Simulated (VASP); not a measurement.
# OsI (Pm-3m) in VASP: further runs, part 3 of 3

VASP 6.6.1.

### 4 Single point, PBEsol, non-collinear spin, zero start, spin-orbit coupling

File INCAR:

```
ALGO = Normal
EDIFF = 1E-6
ENCUT = 520
GGA = PS
GGA_COMPAT = False
ISIF = 2
ISMEAR = 0
LASPH = True
LCHARG = True
LMAXMIX = 4
LNONCOLLINEAR = True
LORBIT = 11
LORBMOM = True
LREAL = False
LSORBIT = True
LVHAR = True
LWAVE = False
MAGMOM = 0 0 0 0 0 0
NBANDS = 27
NELM = 150
PREC = Accurate
SIGMA = 0.025
```

File KPOINTS:

```
k-points
0
Gamma
  6 6 6
```

File POSCAR:

```
OsI
1.0
    3.8404660000      0.0000000000      0.0000000000
    0.0000000000      3.8404660000      0.0000000000
    0.0000000000      0.0000000000      3.8404660000
Os I
1 1
Direct
    0.5000000000      0.5000000000      0.5000000000
    0.0000000000      0.0000000000      0.0000000000
```

Potentials or basis: VASP PAW PBE potentials, release 64 (Os, I).

On the command line:

```console
cat potpaw_PBE.64/Os/POTCAR potpaw_PBE.64/I/POTCAR > POTCAR
mpirun -np 1 vasp_ncl > vasp.out
```

OUTCAR:

```text
EDIFF = 1E-6
   ENCUT = 520
   GGA = PS
   ISIF = 2
   ISMEAR = 0
   LASPH = True
   LNONCOLLINEAR = True
   LORBIT = 11
   LREAL = False
   LSORBIT = True
   NELM = 150
   PREC = Accurate

 ion  position               nearest neighbor table
   1  0.500  0.500  0.500-   2 3.33   2 3.33   2 3.33   2 3.33   2 3.33   2 3.33   2 3.33   2 3.33

   2  0.000  0.000  0.000-   1 3.33   1 3.33   1 3.33   1 3.33   1 3.33   1 3.33   1 3.33   1 3.33

  LATTYP: Found a simple cubic cell.
 ALAT       =     3.8404660000

  Lattice vectors:

 A1 = (   3.8404660000,   0.0000000000,   0.0000000000)
 A2 = (   0.0000000000,   3.8404660000,   0.0000000000)
 A3 = (   0.0000000000,   0.0000000000,   3.8404660000)

Analysis of symmetry for initial positions (statically):
=====================================================================
 Subroutine PRICEL returns:
 Original cell was already a primitive cell.

 Routine SETGRP: Setting up the symmetry group for a
 simple cubic supercell.

 Subroutine GETGRP returns: Found 48 space group operations
 (whereof 48 operations were pure point group operations)
 out of a pool of 48 trial point group operations.

The static configuration has the point symmetry O_h .

Analysis of symmetry for dynamics (positions and initial velocities):
=====================================================================
 Subroutine PRICEL returns:
 Original cell was already a primitive cell.

 Routine SETGRP: Setting up the symmetry group for a
 simple cubic supercell.

 Subroutine GETGRP returns: Found 48 space group operations
 (whereof 48 operations were pure point group operations)
 out of a pool of 48 trial point group operations.

The dynamic configuration has the point symmetry O_h .

Analysis of structural, dynamic, and magnetic symmetry:
=====================================================================
 Subroutine PRICEL returns:
 Original cell was already a primitive cell.

 Routine SETGRP: Setting up the symmetry group for a
 simple cubic supercell.

 Subroutine GETGRP returns: Found 48 space group operations
 (whereof 48 operations were pure point group operations)
 out of a pool of 48 trial point group operations.

The overall configuration has the point symmetry O_h .

 Subroutine INISYM returns: Found 48 space group operations
 (whereof 48 operations are pure point group operations),
 and found     1 'primitive' translations

----------------------------------------------------------------------------------------

                                     Primitive cell

  volume of cell :      56.6437

  direct lattice vectors                    reciprocal lattice vectors
     3.840466000  0.000000000  0.000000000     0.260385068  0.000000000  0.000000000
     0.000000000  3.840466000  0.000000000     0.000000000  0.260385068  0.000000000
     0.000000000  0.000000000  3.840466000     0.000000000  0.000000000  0.260385068
[... 739 lines left out ...]

  FORCE on cell =-STRESS in cart. coord.  units (eV):
  Direction    XX          YY          ZZ          XY          YZ          ZX
  --------------------------------------------------------------------------------------
  -------------------------------------------------------------------------------------
  Total       -7.0537414     -7.0537414     -7.0537414      0.0000000     -0.0000000      0.0000000
  in kB     -199.5162805   -199.5162805   -199.5162805      0.0000000     -0.0000000      0.0000000
  external PRESSURE =    -199.5162805 kB  Pullay stress =       0.0000000 kB

 VOLUME and BASIS-vectors are now :
 -----------------------------------------------------------------------------
  energy-cutoff  :      520.00
  volume of cell :       56.64
      direct lattice vectors                 reciprocal lattice vectors
     3.840466000  0.000000000  0.000000000     0.260385068  0.000000000  0.000000000
     0.000000000  3.840466000  0.000000000     0.000000000  0.260385068  0.000000000
     0.000000000  0.000000000  3.840466000     0.000000000  0.000000000  0.260385068

 POSITION                                       TOTAL-FORCE (eV/Angst)
 -----------------------------------------------------------------------------------
      1.92023      1.92023      1.92023         0.000000      0.000000      0.000000
      0.00000      0.00000      0.00000         0.000000      0.000000      0.000000
 -----------------------------------------------------------------------------------
    total drift:                                0.000000      0.000000      0.000000

  FREE ENERGIE OF THE ION-ELECTRON SYSTEM (eV)
  ---------------------------------------------------
  free  energy   TOTEN  =        -9.0822675011 eV

  energy  without entropy=       -9.0801671263  energy(sigma->0) =       -9.08121731

 orbital moment (x)

 # of ion     p       d       tot
 ----------------------------------------
  1         0.000   0.000   0.000
  2         0.000  -0.000  -0.000
 ----------------------------------------
            0.000   0.000   0.000

 orbital moment (y)

 # of ion     p       d       tot
 ----------------------------------------
  1         0.000  -0.000  -0.000
  2        -0.000   0.000   0.000
 ----------------------------------------
           -0.000  -0.000  -0.000

 orbital moment (z)

 # of ion     p       d       tot
 ----------------------------------------
  1         0.000   0.000   0.000
  2         0.000   0.000   0.000
 ----------------------------------------
            0.000   0.000   0.000

 Spin-Orbit-Coupling matrix elements

 Ion:    1  E_soc:     -1.0447819
 l=   1
     0.0000000    -0.0096745    -0.0096745
    -0.0096745     0.0000000    -0.0096745
    -0.0096745    -0.0096745     0.0000000
 l=   2
     0.0000000    -0.0353766     0.0000000    -0.0353766    -0.1290792
    -0.0353766     0.0000000    -0.0968094    -0.0353766    -0.0322698
     0.0000000    -0.0968094     0.0000000    -0.0968094     0.0000000
    -0.0353766    -0.0353766    -0.0968094     0.0000000    -0.0322698
    -0.1290792    -0.0322698     0.0000000    -0.0322698     0.0000000
 l=   3
     0.0000000     0.0000000     0.0000000     0.0000000     0.0000000     0.0000000     0.0000000
     0.0000000     0.0000000     0.0000000     0.0000000     0.0000000     0.0000000     0.0000000
     0.0000000     0.0000000     0.0000000     0.0000000     0.0000000     0.0000000     0.0000000
     0.0000000     0.0000000     0.0000000     0.0000000     0.0000000     0.0000000     0.0000000
     0.0000000     0.0000000     0.0000000     0.0000000     0.0000000     0.0000000     0.0000000
     0.0000000     0.0000000     0.0000000     0.0000000     0.0000000     0.0000000     0.0000000
     0.0000000     0.0000000     0.0000000     0.0000000     0.0000000     0.0000000     0.0000000

 Ion:    2  E_soc:     -0.2693956
 l=   1
     0.0000000    -0.0445300    -0.0445300
    -0.0445300     0.0000000    -0.0445300
    -0.0445300    -0.0445300     0.0000000
 l=   2
     0.0000000    -0.0001713     0.0000000    -0.0001713    -0.0001979
    -0.0001713     0.0000000    -0.0001485    -0.0001713    -0.0000495
     0.0000000    -0.0001485     0.0000000    -0.0001485     0.0000000
    -0.0001713    -0.0001713    -0.0001485     0.0000000    -0.0000495
    -0.0001979    -0.0000495     0.0000000    -0.0000495     0.0000000
 l=   3
     0.0000000     0.0000000     0.0000000     0.0000000     0.0000000     0.0000000     0.0000000
     0.0000000     0.0000000     0.0000000     0.0000000     0.0000000     0.0000000     0.0000000
     0.0000000     0.0000000     0.0000000     0.0000000     0.0000000     0.0000000     0.0000000
     0.0000000     0.0000000     0.0000000     0.0000000     0.0000000     0.0000000     0.0000000
     0.0000000     0.0000000     0.0000000     0.0000000     0.0000000     0.0000000     0.0000000
     0.0000000     0.0000000     0.0000000     0.0000000     0.0000000     0.0000000     0.0000000
     0.0000000     0.0000000     0.0000000     0.0000000     0.0000000     0.0000000     0.0000000

 total charge

# of ion       s       p       d       tot
------------------------------------------
    1        0.373   0.147   5.823   6.343
    2        1.554   2.460   0.062   4.076
--------------------------------------------------
tot          1.927   2.608   5.885  10.419

 magnetization (x)

# of ion       s       p       d       tot
------------------------------------------
    1        0.000   0.000   0.000   0.000
    2        0.000   0.000   0.000   0.000
--------------------------------------------------
tot          0.000   0.000   0.000   0.000

 magnetization (y)

# of ion       s       p       d       tot
------------------------------------------
    1        0.000   0.000   0.000   0.000
    2        0.000   0.000  -0.000  -0.000
--------------------------------------------------
tot          0.000   0.000  -0.000   0.000

 magnetization (z)

# of ion       s       p       d       tot
------------------------------------------
    1        0.000   0.000   0.000   0.000
    2        0.000   0.000  -0.000  -0.000
--------------------------------------------------
tot          0.000   0.000  -0.000   0.000
```

stdout:

```text
POSCAR found type information on POSCAR OsI
 POSCAR found :  2 types and       2 ions
 scaLAPACK will be used
 -----------------------------------------------------------------------------
|                                                                             |
|                                                                             |
|     You enforced a specific xc type in the INCAR file but a different       |
|     I HOPE YOU KNOW WHAT YOU ARE DOING!                                     |
|                                                                             |
 -----------------------------------------------------------------------------

 LDA part: xc-table for (Slater+PW92), standard interpolation
 POSCAR, INCAR and KPOINTS ok, starting setup
 FFT: planning ... GRIDC
 FFT: planning ... GRID_SOFT
 FFT: planning ... GRID
 WAVECAR not read
 entering main loop
```

Run time: 35 s. Hardware: 1 thread of Intel Xeon Platinum 8559C (Emerald Rapids), shared host; peak memory 0.29 GiB.

Results:

| Quantity | Value |
| --- | --- |
| Free energy | -9.0823 eV |
| Pressure | -20.0 GPa |
| Net moment | 0.00 μB per cell |
| Valence electrons inside the program's atomic spheres | Os 6.34; I 4.08 |

Moments on the atoms (μB; x, y, z):
```
Os  0.00 0.00 0.00
I   0.00 0.00 0.00
```

Caveat: the cell stands under tension; the PAW data sets were made with another functional, which shifts forces and pressure a little.

### 5 Summary

```csv
level,spin,U,k mesh,smearing,pressure (GPa),moment (μB)
PBE+U,off,Os d U = 6.2 eV,11 × 11 × 11,gaussian 0.1 eV,-19.6,-
PBEsol,"non-collinear, zero start, SOC",-,6 × 6 × 6,gaussian 0.05 eV,-19.8,0.00
PBEsol,"non-collinear, zero start, SOC",-,6 × 6 × 6,gaussian 0.025 eV,-20.0,0.00
```

Alike in all rows: task single point; potentials or basis VASP PAW PBE potentials, release 64 (Os, I); cell as given; cutoff (eV) 520.

The pressure there spans -20.0 GPa (PBEsol) to -19.6 GPa (PBE+U); a positive pressure means that this level wants a larger cell, a negative one a smaller.

Caveats: the cell stands under tension; the PAW data sets were made with another functional, which shifts forces and pressure a little (at least some runs); an odd number of electrons without spin polarisation forces a metal (at least some runs); a magnetic or distorted state may lie lower (at least some runs); U without spin polarisation on a metal has little footing (at least some runs).

Absolute energies hang on the potentials; compare differences alone.
